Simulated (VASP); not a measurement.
W16N (a cell with a defect), 17 atoms in the cell. The cell holds a defect, 17 atoms: a = 6.320 Å, b = 6.320 Å, c = 6.320 Å, α = 90.00°, β = 90.00°, γ = 90.00°. 

* Program: VASP 6.6.1
* Task: single point
* Functional: PBE
* Dispersion: D3(BJ)
* Potentials or basis: VASP PAW PBE potentials, release 64 (W_sv, N)
* Cutoff: 520 eV
* k mesh: 3 × 3 × 3
* Occupations: fermi-dirac, width 0.1 eV
* Spin: no spin polarisation
* Dipole correction: no
* Further INCAR settings: LREAL = Auto; ALGO = Normal; EDIFF = 1e-07; NBANDS = 128

Potentials or basis: VASP PAW PBE potentials, release 64 (W_sv, N).

Run with:

```bash
$ cat potpaw_PBE.64/W_sv/POTCAR potpaw_PBE.64/N/POTCAR > POTCAR
$ mpirun -np 1 vasp_std > vasp.out
```

Hardware: 1 thread of Intel(R) Xeon(R) Platinum 8259CL CPU @ 2.50GHz (Skylake/Cascade Lake) (shared host).

How long does it take, and how much memory?

Run time: 18 min on 1 thread of Intel(R) Xeon(R) Platinum 8259CL CPU @ 2.50GHz (Skylake/Cascade Lake) (shared host), peak memory 0.49 GiB. Counts: scf iterations 19, k points 14.
